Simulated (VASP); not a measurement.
# NbP (P4/nmm) in VASP: single point with r2SCAN+rVV10

Aim: the single point of NbP with r2SCAN+rVV10.

Everything below comes from runs of VASP 6.6.1. Logs are shortened: lines on timing, memory, paths and dates and some standing lists are left out, and cuts for length are marked.

**1. The cell of the first run**

Symmetry: P4/nmm, No. 129, tetragonal system. The conventional cell has a = 3.367 Å, b = 3.367 Å, c = 5.523 Å, α = 90.00°, β = 90.00°, γ = 90.00°. Nb (site symmetry 4mm) has 6 P at 2.53 to 2.78 Å and 8 Nb at 3.06 to 3.37 Å within 3.4 Å. Within 3.4 Å of P (site symmetry 4mm) lie 6 Nb at 2.53 to 2.78 Å and 8 P at 3.04 to 3.37 Å.

**2. Single point, r2SCAN+rVV10**

POSCAR

```
NbP
1.0
   11.0467461787      0.0000000000      0.0000000000
    0.0000000000      3.3665421775      0.0000000000
    0.0000000000      0.0000000000      3.3665477956
Nb P
4 4
Direct
    0.8372067693      0.2500000000      0.2500001296
    0.1627932307      0.7500000000      0.7499998704
    0.6627932307      0.7500000000      0.7500001296
    0.3372067693      0.2500000000      0.2499998704
    0.5853125190      0.2500000000      0.2500004321
    0.4146874810      0.7500000000      0.7499995679
    0.9146874810      0.7500000000     -0.2499995679
    0.0853125190      0.2500000000      1.2499995679
```

INCAR.step1

```
ALGO = Normal
EDIFF = 1E-4
ENCUT = 520
GGA = PE
ISMEAR = -1
LASPH = True
LCHARG = False
LREAL = False
LWAVE = True
NBANDS = 46
NELM = 100
PREC = Accurate
SIGMA = 0.03
```

INCAR.step2

```
ALGO = Normal
BPARAM = 11.95
CPARAM = 0.0093
EDIFF = 1E-6
ENCUT = 520
ISIF = 2
ISMEAR = -1
ISTART = 1
IVDW_NL = 2
LASPH = True
LCHARG = True
LELF = True
LMIXTAU = True
LREAL = False
LUSE_VDW = True
LVHAR = True
LWAVE = False
METAGGA = R2SCAN
NBANDS = 46
NELM = 100
PREC = Accurate
SIGMA = 0.03
```

KPOINTS

```
k-points
0
Gamma
  2 8 8
```

Potentials or basis: VASP PAW PBE potentials, release 64 (Nb_sv, P).

Run with:

```sh
$ cat potpaw_PBE.64/Nb_sv/POTCAR potpaw_PBE.64/P/POTCAR > POTCAR
$ cp INCAR.step1 INCAR
$ mpirun -np 1 vasp_std > vasp.out
$ cp INCAR.step2 INCAR
$ mpirun -np 1 vasp_std > vasp.out
```

OUTCAR:

```text
BPARAM = 11.95
   EDIFF = 1E-6
   ENCUT = 520
   ISIF = 2
   ISMEAR = -1
   ISTART = 1
   IVDW_NL = 2
   LASPH = True
   LREAL = False
   METAGGA = R2SCAN
   NELM = 100
   PREC = Accurate

 ion  position               nearest neighbor table
   1  0.837  0.250  0.250-   7 2.53   7 2.53   7 2.53   7 2.53   8 2.74   5 2.78
   2  0.163  0.750  0.750-   8 2.53   8 2.53   8 2.53   8 2.53   7 2.74   6 2.78
   3  0.663  0.750  0.750-   5 2.53   5 2.53   5 2.53   5 2.53   6 2.74   7 2.78
   4  0.337  0.250  0.250-   6 2.53   6 2.53   6 2.53   6 2.53   5 2.74   8 2.78
   5  0.585  0.250  0.250-   3 2.53   3 2.53   3 2.53   3 2.53   4 2.74   1 2.78
   6  0.415  0.750  0.750-   4 2.53   4 2.53   4 2.53   4 2.53   3 2.74   2 2.78
   7  0.915  0.750  0.750-   1 2.53   1 2.53   1 2.53   1 2.53   2 2.74   3 2.78
   8  0.085  0.250  0.250-   2 2.53   2 2.53   2 2.53   2 2.53   1 2.74   4 2.78
[... 7 lines left out ...]
 A1 = (   0.0000000000,   3.3665421775,   0.0000000000)
 A2 = (   0.0000000000,   0.0000000000,   3.3665477956)
 A3 = (  11.0467461787,   0.0000000000,   0.0000000000)

Analysis of symmetry for initial positions (statically):
=====================================================================
 Subroutine PRICEL returns following result:

  LATTYP: Found a simple tetragonal cell.
 ALAT       =     3.3665421775
 C/A-ratio  =     1.6406665350

  Lattice vectors:

 A1 = (   0.0000000000,   3.3665421775,   0.0000000000)
 A2 = (   0.0000000000,   0.0000000000,   3.3665477956)
 A3 = (   5.5233730893,   0.0000000000,   0.0000000000)

   2 primitive cells build up your supercell.

 Routine SETGRP: Setting up the symmetry group for a
 simple tetragonal supercell.

 Subroutine GETGRP returns: Found 16 space group operations
 (whereof  4 operations were pure point group operations)
 out of a pool of 16 trial point group operations.

The static configuration has the point symmetry C_2h.
 The point group associated with its full space group is D_4h.

Analysis of symmetry for dynamics (positions and initial velocities):
=====================================================================
 Subroutine PRICEL returns following result:

  LATTYP: Found a simple tetragonal cell.
 ALAT       =     3.3665421775
 C/A-ratio  =     1.6406665350

  Lattice vectors:

 A1 = (   0.0000000000,   3.3665421775,   0.0000000000)
 A2 = (   0.0000000000,   0.0000000000,   3.3665477956)
 A3 = (   5.5233730893,   0.0000000000,   0.0000000000)

   2 primitive cells build up your supercell.
[... 118 lines left out ...]
   NFREE  =      0    steps in history (QN), initial steepest desc. (CG)
   ISIF   =      2    stress and relaxation
   ISYM   =      2    0-nonsym 1-usesym 2-fastsym
   POTIM  = 0.5000    time-step for ionic-motion
   TEBEG  =    0.0;   TEEND  =   0.0 temperature during run
   PSTRESS=    0.0 pullay stress
   NELECT =      72.0000    total number of electrons
   NUPDOWN=      -1.0000    fix difference up-down
   EMIN   =  10.00;   EMAX   =-10.00  energy-range for DOS
   EFERMI =   0.00;   METHOD = LEGACY
   ISMEAR =    -1;   SIGMA  =   0.03  broadening in eV -4-tet -1-fermi 0-gaus
   EFERMI_NEDOS =   21; number of points for ismear=-14 and -15
   IALGO  =     38    algorithm
   IMIX   =      4    mixing-type and parameters
     AMIX     =   0.40;   BMIX     =  1.00
     AMIX_MAG =   1.60;   BMIX_MAG =  1.00
  volume/ion in A,a.u.               =      15.65       105.61
  Fermi-wavevector in a.u.,A,eV,Ry     =   1.361396  2.572666 25.217039  1.853400
  Thomas-Fermi vector in A             =   2.487976
   LORBIT       =      0    0 simple, 1 ext, 2 COOP (PROOUT), +10 PAW based schemes
   METAGGA = R2SCAN    functional components
   LHFCALC =     F    Hartree Fock is set to
   AEXX    =    0.0000 exact exchange contribution
   IVDW_NL    =     2    kernel type
   BPARAM     =11.9500
   IVDW    =     0    specifies the selected vdW correction
   LEPSILON=     F    determine dielectric tensor
   LRPA    =     F    only Hartree local field effects (RPA)
 non-spin polarized calculation
  energy-cutoff  :      520.00
  volume of cell :      125.20
 maximum number of plane-waves:      3395
 NGX is ok and might be reduce to    84
   NGX = 41   NGY = 13   NGZ = 13

 number of electron      71.9999994 magnetization

 Free energy of the ion-electron system (eV)
  ---------------------------------------------------
  ext. energy  EPLUGINS =         0.00000000
  ---------------------------------------------------
  free energy    TOTEN  =      -140.92981208 eV

  energy without entropy =     -140.91456864  energy(sigma->0) =     -140.92219036

 E-fermi :  11.3562     XC(G=0): -13.0648

 val. band max:       11.3097207308   @ k =   0.5000   0.3750   0.0000
 cond. band min:      11.3653533127   @ k =   0.0000   0.0000   0.0000
 fundamental gap:      0.0556325819
 Fermi energy:        11.3561969514

 k-point     1 :       0.0000    0.0000    0.0000
  band No.  band energies     occupation
      1     -45.6381      2.00000
      2     -45.6368      2.00000
      3     -45.5323      2.00000
      4     -45.5310      2.00000
      5     -21.1609      2.00000
      6     -21.1285      2.00000
[... 1165 lines left out ...]
     45      15.1845      0.00000
     46      15.1845      0.00000

 [... further k-points ...]

------------------------ aborting loop because EDIFF is reached ----------------------------------------

  FORCE on cell =-STRESS in cart. coord.  units (eV):
  Direction    XX          YY          ZZ          XY          YZ          ZX
  --------------------------------------------------------------------------------------
  -------------------------------------------------------------------------------------
  Total       -0.0453551     -0.2049322     -0.2049329      0.0000000      0.0000000     -0.0000000
  in kB       -0.5804077     -2.6225128     -2.6225215      0.0000000      0.0000000     -0.0000000
  external PRESSURE =      -1.9418140 kB  Pullay stress =       0.0000000 kB

 VOLUME and BASIS-vectors are now :
 -----------------------------------------------------------------------------
  energy-cutoff  :      520.00
  volume of cell :      125.20
      direct lattice vectors                 reciprocal lattice vectors
    11.046746179  0.000000000  0.000000000     0.090524394  0.000000000  0.000000000
     0.000000000  3.366542177  0.000000000     0.000000000  0.297040687  0.000000000
     0.000000000  0.000000000  3.366547796     0.000000000  0.000000000  0.297040191

 POSITION                                       TOTAL-FORCE (eV/Angst)
 -----------------------------------------------------------------------------------
      9.24841      0.84164      0.84164         0.016417     -0.000000     -0.000000
      1.79834      2.52491      2.52491        -0.016417     -0.000000      0.000000
      7.32171      2.52491      2.52491        -0.016417      0.000000     -0.000000
      3.72504      0.84164      0.84164         0.016417      0.000000     -0.000000
      6.46580      0.84164      0.84164         0.008497      0.000000      0.000000
      4.58095      2.52491      2.52491        -0.008497      0.000000      0.000000
     10.10432      2.52491      2.52491        -0.008497      0.000000      0.000000
      0.94243      0.84164      0.84164         0.008497      0.000000      0.000000
 -----------------------------------------------------------------------------------
    total drift:                                0.000680      0.000011     -0.002696

  FREE ENERGIE OF THE ION-ELECTRON SYSTEM (eV)
  ---------------------------------------------------
  free  energy   TOTEN  =      -140.9298120844 eV

  energy  without entropy=     -140.9145686381  energy(sigma->0) =     -140.92219036
```

OUTCAR.step1:

```text
EDIFF = 1E-4
   ENCUT = 520
   GGA = PE
   ISMEAR = -1
   LASPH = True
   LREAL = False
[... 1436 lines left out ...]
      4.58095      2.52491      2.52491         0.186626     -0.000000     -0.000000
     10.10432      2.52491      2.52491         0.186626     -0.000000     -0.000000
      0.94243      0.84164      0.84164        -0.186626     -0.000000     -0.000000
 -----------------------------------------------------------------------------------
    total drift:                                0.000686      0.000011     -0.002725

  FREE ENERGIE OF THE ION-ELECTRON SYSTEM (eV)
  ---------------------------------------------------
  free  energy   TOTEN  =       -68.6538625041 eV

  energy  without entropy=      -68.6398537704  energy(sigma->0) =      -68.64685814
```

Wall time 10 min (1 thread of AMD EPYC 7R13 (Zen 3), shared host); peak memory 0.55 GiB.

Results:

| Item | Value |
| --- | --- |
| Free energy | -140.9298 eV |
| Pressure | -0.2 GPa |
| Largest force | 0.016 eV/Å |
| Band gap on the k mesh | zero (bands 36 and 37 overlap by 0.39 eV) |

Forces in eV/Å, atoms in the order of the input:
```
Nb   0.016  0.000  0.000
Nb  -0.016  0.000  0.000
Nb  -0.016  0.000  0.000
Nb   0.016  0.000  0.000
P    0.008  0.000  0.000
P   -0.008  0.000  0.000
P   -0.008  0.000  0.000
P    0.008  0.000  0.000
```

Caveat: the PAW data sets were made with another functional, which shifts forces and pressure a little.
